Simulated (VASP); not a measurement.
Crystal: Al2O3.

```xyz
5
Lattice="2.8843 0.0000 0.0000 -1.4422 2.4979 0.0000 0.0000 0.0000 9.3368" Properties=species:S:1:pos:R:3 pbc="T T T"
Al    0.0000    0.0000    1.4004
Al    0.0000    0.0000    7.9363
O     0.0000    1.6653    2.0757
O     1.4422    0.8326    0.0000
O     0.0000    1.6653    7.2610
```

| Item | Value |
| --- | --- |
| Program | VASP 6.6.1 |
| Task | relaxation of cell and atoms |
| Functional | LDA |
| Potentials or basis | VASP PAW LDA potentials, release 64 (Al, O) |
| Cutoff | 600 eV |
| k mesh | 12 × 12 × 4 |
| Occupations | gaussian, width 0.02 eV |
| Spin | no spin polarisation |

At the start: pressure -6.6 GPa; volume 13.45 Å³/atom.

Where does the relaxation end?

Over 45 steps the energy falls by 21.8 meV/atom and the volume is 10.24 Å³/atom (-23.9 %); space group P-6m2 (No. 187, to 0.1 Å) before and after.

Step by step:
| step | energy change (eV) | largest force (eV/Å) | pressure (GPa) | volume (Å³) |
| --- | --- | --- | --- | --- |
| 1 | 0.0000 | 0.5013 | -6.61 | 67.27 |
| 3 | -0.0602 | 0.3687 | -0.43 | 64.80 |
| 5 | -0.0652 | 0.0213 | -0.11 | 64.45 |
| 7 | -0.0653 | 0.0252 | 0.06 | 64.36 |
| 9 | -0.0653 | 0.0378 | 0.10 | 64.31 |
| 11 | -0.0657 | 0.0440 | -0.10 | 64.20 |
| 13 | -0.0657 | 0.0476 | -0.20 | 64.15 |
| 15 | -0.0659 | 0.0529 | -0.20 | 64.08 |
| 17 | -0.0668 | 0.0732 | -0.18 | 63.77 |
| 19 | -0.0693 | 0.1651 | -0.08 | 62.51 |
| 21 | -0.0712 | 0.3453 | 0.15 | 60.80 |
| 23 | -0.0722 | 0.3439 | 0.10 | 60.51 |
| 25 | -0.0764 | 0.3363 | -0.08 | 59.36 |
| 27 | -0.0934 | 0.2717 | -0.18 | 54.73 |
| 29 | -0.0857 | 0.4393 | 1.36 | 53.36 |
| 31 | -0.0726 | 0.4814 | 2.41 | 49.74 |
| 33 | -0.0800 | 0.4205 | 1.87 | 49.81 |
| 35 | -0.0799 | 0.4153 | 1.85 | 49.77 |
| 37 | -0.0890 | 0.3342 | 1.30 | 50.05 |
| 39 | -0.1074 | 0.0608 | -1.06 | 51.34 |
| 41 | -0.1085 | 0.0102 | -0.59 | 51.30 |
| 43 | -0.1088 | 0.0468 | -0.13 | 51.23 |
| 45 | -0.1089 | 0.0017 | 0.00 | 51.18 |

Final structure:
```
Al O
1.0
     2.84240    0.00000    0.00000
    -1.42120    2.46159    0.00000
     0.00000    0.00000    7.31468
Al O
2 3
Direct
  0.00000 0.00000 0.18774
  0.00000 0.00000 0.81226
  0.33333 0.66667 0.27892
  0.66667 0.33333 0.00000
  0.33333 0.66667 0.72108
```

Caveat: the volume moved by over 15 % at a fixed basis, so the end points are rough.
